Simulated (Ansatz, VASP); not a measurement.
One calculation of K2LiAlF6, two programs

```
K Li Al F
1.0
     0.00000    3.92100    3.92100
     3.92100    0.00000    3.92100
     3.92100    3.92100    0.00000
K Li Al F
2 1 1 6
Direct
  0.25000 0.25000 0.25000
  0.75000 0.75000 0.75000
  0.50000 0.50000 0.50000
  0.00000 0.00000 0.00000
  0.76890 0.23110 0.23110
  0.23110 0.76890 0.23110
  0.23110 0.76890 0.76890
  0.76890 0.23110 0.76890
  0.23110 0.23110 0.76890
  0.76890 0.76890 0.23110
```

Alike in both runs: task single point; functional LDA; k mesh 4 × 4 × 4; occupations gaussian, width 0.1 eV; no spin polarisation.

|  | VASP | Ansatz |
| --- | --- | --- |
| version | VASP 6.6.1 | Ansatz 0.2.0 |
| potentials or method | VASP PAW LDA potentials, release 64 (K_sv, Li_sv, Al, F_h), cutoff 910 eV | scalar-relativistic, plane waves, PAW |
| valence electrons in the cell | 66 | 66 |

Ansatz gave:

| Item | Value |
| --- | --- |
| gap on the k mesh at the Fermi level (eV) | 7.54 |
| least direct gap on the mesh (eV) | 7.54 |
| rms of the force components (eV/Å) | 0.047 |

Task: What did VASP give for the same quantities?

Result: gap on the k mesh at the Fermi level (eV): 7.52; least direct gap on the mesh (eV): 7.52; rms of the force components (eV/Å): 0.068.

LDA's correlation is that of Perdew and Zunger in VASP and of Perdew and Wang (1992) in Ansatz. Atom by atom the forces differ by 0.021 eV/Å (rms over components).

Noted on VASP's run: the cutoff is under 1.25 times that of the potentials, so the pressure is a little rough.
